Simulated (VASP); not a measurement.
Write the native input for VASP 6.6.1 that does the following.

- Task: single point
- Functional: PBE
- Potentials or basis: VASP PAW PBE potentials, release 64 (P, Ga_d)
- Cutoff: 520 eV
- k mesh: 9 × 9 × 1
- Occupations: gaussian, width 0.05 eV
- Spin: no spin polarisation
- Dipole correction: yes
- Further INCAR settings: ALGO = Normal; EDIFF = 1e-07; NBANDS = 46

The structure of GaP lies in POSCAR:

```
GaP
1.0
    3.8926748893      0.0000000000      0.0000000000
   -1.9463374447      3.3711553428      0.0000000000
    0.0000000000      0.0000000000     25.3296561479
P Ga
4 4
Direct
    0.0000000000      0.0000000000      0.2960956105
    0.3333333333      0.6666666667      0.4215752348
    0.6666666667      0.3333333333      0.5470548591
    0.0000000000      0.0000000000      0.6725344835
    0.3333333333      0.6666666667      0.3274655165
    0.6666666667      0.3333333333      0.4529451409
    0.0000000000      0.0000000000      0.5784247652
    0.3333333333      0.6666666667      0.7039043895
```

The input as run:

INCAR

```
ALGO     = Normal         # electronic algorithm
DIPOL    = 0.5 0.5 0.500
EDIFF    = 1E-7           # SCF threshold, eV
ENCUT    = 520            # plane-wave cutoff, eV
GGA      = PE             # functional
IDIPOL   = 3            
ISIF     = 2              # what is computed and relaxed
ISMEAR   = 0              # smearing method
LASPH    = True           # aspherical terms in the spheres
LCHARG   = False          # write CHGCAR
LDIPOL   = True         
LREAL    = False          # projectors in reciprocal space
LWAVE    = False          # write WAVECAR
NBANDS   = 46             # bands
NELM     = 100            # most SCF steps
PREC     = Accurate       # precision mode
SIGMA    = 0.05           # smearing width, eV
```

KPOINTS

```
k-points
0
Gamma
  9 9 1
```

Potentials or basis: VASP PAW PBE potentials, release 64 (P, Ga_d).

Launch:

```bash
$ cat potpaw_PBE.64/P/POTCAR potpaw_PBE.64/Ga_d/POTCAR > POTCAR
$ mpirun -np 1 vasp_std > vasp.out
```

Results of the run:

- Largest force: 0.672 eV/Å
- Band gap on the k mesh: zero (bands 36 and 37 overlap by 0.29 eV)

It took 10 min on 1 thread of Intel Xeon 8259CL (shared host), peak memory 0.47 GiB.
